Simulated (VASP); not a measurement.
# Sb (P-1) in VASP: further runs, part 2 of 2

VASP 6.6.1. The steps go on from the part before.

**3. Single point, PBEsol (atom 1 (Sb) moved by (-0.150, +0.300) A along [1 1 0] and z)**

INCAR reads:

```
SYSTEM = Sb
ALGO     = Normal         ! electronic algorithm
EDIFF    = 1E-6           ! SCF threshold, eV
ENCUT    = 520            ! plane-wave cutoff, eV
GGA      = PS             ! functional
ISIF     = 2              ! what is computed and relaxed
ISMEAR   = 0              ! smearing method
LASPH    = .True.         ! aspherical terms in the spheres
LCHARG   = .False.        ! write CHGCAR
LREAL    = .False.        ! projectors in reciprocal space
LWAVE    = .False.        ! write WAVECAR
NBANDS   = 12             ! bands
NELM     = 60             ! most SCF steps
PREC     = Accurate       ! precision mode
SIGMA    = 0.15           ! smearing width, eV
```

KPOINTS reads:

```
k-points
0
Gamma
  12 12 12
  0 0 0
```

POSCAR reads:

```
Sb
1.0
    2.1506003320      1.2416496806      3.7440000000
   -2.1506003320      1.2416496806      3.7440000000
    0.0000000000     -2.4832993611      3.7440000000
Sb
2
Direct
    0.2214525276      0.2707717877      0.2888238898
    0.7663600000      0.7663600000      0.7663600000
```

Potentials or basis: VASP PAW PBE potentials, release 64 (Sb).

The run is started by

```sh
$ cat potpaw_PBE.64/Sb/POTCAR > POTCAR
$ mpirun -np 1 vasp_std > vasp.out
```

OUTCAR:

```text
SYSTEM = Sb
   EDIFF = 1E-6
   ENCUT = 520
   GGA = PS
   ISIF = 2
   ISMEAR = 0
   LASPH = .True.
   LREAL = .False.
   NELM = 60
   PREC = Accurate

 ion  position               nearest neighbor table
   1  0.221  0.271  0.289-   2 2.99   2 3.04   2 3.04   2 3.18   2 3.19   2 3.24
   2  0.766  0.766  0.766-   1 2.99   1 3.04   1 3.04   1 3.18   1 3.19   1 3.24

  LATTYP: Found a trigonal (rhomboedric) cell.
 ALAT       =     4.4926953733
 COS(alpha) =     0.5417151843

  Lattice vectors:

 A1 = (   2.1506003320,   1.2416496806,   3.7440000000)
 A2 = (  -2.1506003320,   1.2416496806,   3.7440000000)
 A3 = (   0.0000000000,  -2.4832993611,   3.7440000000)

Analysis of symmetry for initial positions (statically):
=====================================================================
 Subroutine PRICEL returns:
 Original cell was already a primitive cell.

 Routine SETGRP: Setting up the symmetry group for a
 trigonal (rhombohedral) supercell.

 Subroutine GETGRP returns: Found  2 space group operations
 (whereof  1 operations were pure point group operations)
 out of a pool of 12 trial point group operations.

The static configuration has the point symmetry C_1 .
 The point group associated with its full space group is S_2 .

Analysis of symmetry for dynamics (positions and initial velocities):
=====================================================================
 Subroutine PRICEL returns:
 Original cell was already a primitive cell.

 Routine SETGRP: Setting up the symmetry group for a
 trigonal (rhombohedral) supercell.

 Subroutine GETGRP returns: Found  2 space group operations
 (whereof  1 operations were pure point group operations)
 out of a pool of 12 trial point group operations.

The dynamic configuration has the point symmetry C_1 .
 The point group associated with its full space group is S_2 .

 Subroutine INISYM returns: Found  2 space group operations
 (whereof  1 operations are pure point group operations),
 and found     1 'primitive' translations

----------------------------------------------------------------------------------------

                                     Primitive cell

  volume of cell :      59.9854

  direct lattice vectors                    reciprocal lattice vectors
     2.150600332  1.241649681  3.744000000     0.232493222  0.134230024  0.089031339
    -2.150600332  1.241649681  3.744000000    -0.232493222  0.134230024  0.089031339
     0.000000000 -2.483299361  3.744000000     0.000000000 -0.268460048  0.089031339

  length of vectors
     4.492695373  4.492695373  4.492695373     0.282838075  0.282838075  0.282838075

  position of ions in fractional coordinates (direct lattice)
     0.221452528  0.270771788  0.288823890
     0.766360000  0.766360000  0.766360000

  ion indices of the primitive-cell ions
   primitive index   ion index
                 1           1
                 2           2

----------------------------------------------------------------------------------------

 KPOINTS: k-points

Automatic generation of k-mesh.
[... 28 lines left out ...]
  0.000000  0.166667  0.000000      2.000000
[... 16 lines left out ...]
  0.166667  0.083333  0.000000      2.000000
 -0.166667 -0.000000 -0.083333      2.000000
 [... further k-points ...]
   k-points           NKPTS =    868   k-points in BZ     NKDIM =    868   number of bands    NBANDS=     12
   number of dos      NEDOS =    301   number of ions     NIONS =      2
   total plane-waves  NPLWV =  46656
   dimension x,y,z NGX =    36 NGY =   36 NGZ =   36
   dimension x,y,z NGXF=    72 NGYF=   72 NGZF=   72
   ions per type =               2
   NGX,Y,Z   is equivalent  to a cutoff of  13.32, 13.32, 13.32 a.u.
   NGXF,Y,Z  is equivalent  to a cutoff of  26.64, 26.64, 26.64 a.u.
 SYSTEM =  Sb
   PREC   = accura    normal or accurate (medium, high low for compatibility)
   ISTART =      0    job   : 0-new  1-cont  2-samecut
   ICHARG =      2    charge: 1-file 2-atom 10-const
   ISPIN  =      1    spin polarized calculation?
   LNONCOLLINEAR =      F non collinear calculations
   LSORBIT =      F    spin-orbit coupling
   LASPH  =      T    aspherical Exc in radial PAW
   ENCUT  =  520.0 eV  38.22 Ry    6.18 a.u.   8.35  8.35  8.35*2*pi/ulx,y,z
   NELM   =     60;   NELMIN=  2; NELMDL= -5     # of ELM steps
   EDIFF  = 0.1E-05   stopping-criterion for ELM
   LREAL  =      F    real-space projection
   EDIFFG = 0.1E-04   stopping-criterion for IOM
   NSW    =      0    number of steps for IOM
   IBRION =     -1    ionic relax: 0-MD 1-quasi-New 2-CG
   NFREE  =      0    steps in history (QN), initial steepest desc. (CG)
   ISIF   =      2    stress and relaxation
   ISYM   =      2    0-nonsym 1-usesym 2-fastsym
   POTIM  = 0.5000    time-step for ionic-motion
   TEBEG  =    0.0;   TEEND  =   0.0 temperature during run
   PSTRESS=    0.0 pullay stress
   NELECT =      10.0000    total number of electrons
   NUPDOWN=      -1.0000    fix difference up-down
   EMIN   =  10.00;   EMAX   =-10.00  energy-range for DOS
   EFERMI =   0.00;   METHOD = LEGACY
   ISMEAR =     0;   SIGMA  =   0.15  broadening in eV -4-tet -1-fermi 0-gaus
   EFERMI_NEDOS =   21; number of points for ismear=-14 and -15
   IALGO  =     38    algorithm
   IMIX   =      4    mixing-type and parameters
     AMIX     =   0.40;   BMIX     =  1.00
     AMIX_MAG =   1.60;   BMIX_MAG =  1.00
  volume/ion in A,a.u.               =      29.99       202.40
  Fermi-wavevector in a.u.,A,eV,Ry     =   0.901003  1.702649 11.045295  0.811806
  Thomas-Fermi vector in A             =   2.024030
   LORBIT       =      0    0 simple, 1 ext, 2 COOP (PROOUT), +10 PAW based schemes
   GGA     = PS    functional components
   LHFCALC =     F    Hartree Fock is set to
   AEXX    =    0.0000 exact exchange contribution
   IVDW    =     0    specifies the selected vdW correction
   LEPSILON=     F    determine dielectric tensor
   LRPA    =     F    only Hartree local field effects (RPA)
 non-spin polarized calculation
 Gauss-broadening in eV      SIGMA  =   0.15
  energy-cutoff  :      520.00
  volume of cell :       59.99
 maximum number of plane-waves:      1627
 NGX is ok and might be reduce to    36
   NGX = 17   NGY = 17   NGZ = 17

 number of electron      10.0000000 magnetization

 Free energy of the ion-electron system (eV)
  ---------------------------------------------------
  ext. energy  EPLUGINS =         0.00000000
  ---------------------------------------------------
  free energy    TOTEN  =        -9.06500857 eV

  energy without entropy =       -9.05593876  energy(sigma->0) =       -9.06047366

 E-fermi :   6.9178     XC(G=0):  -9.7260

 val. band max:        6.9154122371   @ k =   0.5000   0.3333   0.2500
 cond. band min:       6.9213111025   @ k =   0.1667   0.3333   0.1667
 fundamental gap:      0.0058988654
 Fermi energy:         6.9177544738

 k-point     1 :       0.0000    0.0000    0.0000
  band No.  band energies     occupation
      1      -5.4537      2.00000
      2       2.3202      2.00000
      3       4.8201      2.00000
      4       5.5499      2.00000
      5       5.6421      2.00000
      6       9.8861      0.00000
      7      10.0554      0.00000
      8      10.2957      0.00000
      9      11.4271      0.00000
     10      12.0693      0.00000
     11      12.2173      0.00000
     12      13.7752      0.00000
[... 331 lines left out ...]
 k-point    24 :      -0.1667   -0.0000   -0.0833
  band No.  band energies     occupation
      1      -5.1798      2.00000
      2       1.3369      2.00000
      3       4.7031      2.00000
      4       5.2856      2.00000
      5       6.6001      1.99726
      6       8.0367      0.00000
      7       9.7722      0.00000
      8      10.1388      0.00000
      9      11.3092      0.00000
     10      12.3139      0.00000
     11      12.8472      0.00000
     12      14.5792      0.00000

 [... further k-points ...]

------------------------ aborting loop because EDIFF is reached ----------------------------------------

  FORCE on cell =-STRESS in cart. coord.  units (eV):
  Direction    XX          YY          ZZ          XY          YZ          ZX
  --------------------------------------------------------------------------------------
  -------------------------------------------------------------------------------------
  Total       -0.4416432     -0.3923099     -1.3022828      0.1694619      0.0830615      0.0630376
  in kB      -11.7960392    -10.4783748    -34.7832382      4.5262322      2.2185266      1.6836990
  external PRESSURE =     -19.0192174 kB  Pullay stress =       0.0000000 kB

 VOLUME and BASIS-vectors are now :
 -----------------------------------------------------------------------------
  energy-cutoff  :      520.00
  volume of cell :       59.99
      direct lattice vectors                 reciprocal lattice vectors
     2.150600332  1.241649681  3.744000000     0.232493222  0.134230024  0.089031339
    -2.150600332  1.241649681  3.744000000    -0.232493222  0.134230024  0.089031339
     0.000000000 -2.483299361  3.744000000     0.000000000 -0.268460048  0.089031339

 POSITION                                       TOTAL-FORCE (eV/Angst)
 -----------------------------------------------------------------------------------
     -0.10607     -0.10607      2.92424        -0.124691     -0.109670     -0.139614
      0.00000      0.00000      8.60776         0.124691      0.109670      0.139614
 -----------------------------------------------------------------------------------
    total drift:                                0.000000      0.000000     -0.000000

  FREE ENERGIE OF THE ION-ELECTRON SYSTEM (eV)
  ---------------------------------------------------
  free  energy   TOTEN  =        -9.0650085694 eV

  energy  without entropy=       -9.0559387597  energy(sigma->0) =       -9.06047366
```

Wall time 3.1 min (1 thread of Intel Xeon 6975P-C (Granite Rapids), shared host); peak memory 0.62 GiB.

Results:

| Quantity | Value |
| --- | --- |
| Free energy | -9.0650 eV |
| Pressure | -1.9 GPa |
| Largest force | 0.217 eV/Å |
| Band gap on the k mesh | zero (bands 5 and 6 overlap by 0.81 eV) |

Forces on the atoms (eV/Å):
```
Sb  -0.125 -0.110 -0.140
Sb   0.125  0.110  0.140
```

Stress tensor (GPa, compression positive):
```
-1.18  0.45  0.17
 0.45 -1.05  0.22
 0.17  0.22 -3.48
```

Caveat: the cell differs from its parent crystal (atom 1 (Sb) moved by (-0.150, +0.300) A along [1 1 0] and z); the PAW data sets were made with another functional, which shifts forces and pressure a little; spin-orbit coupling is left out, which moves the levels of the heavy elements.
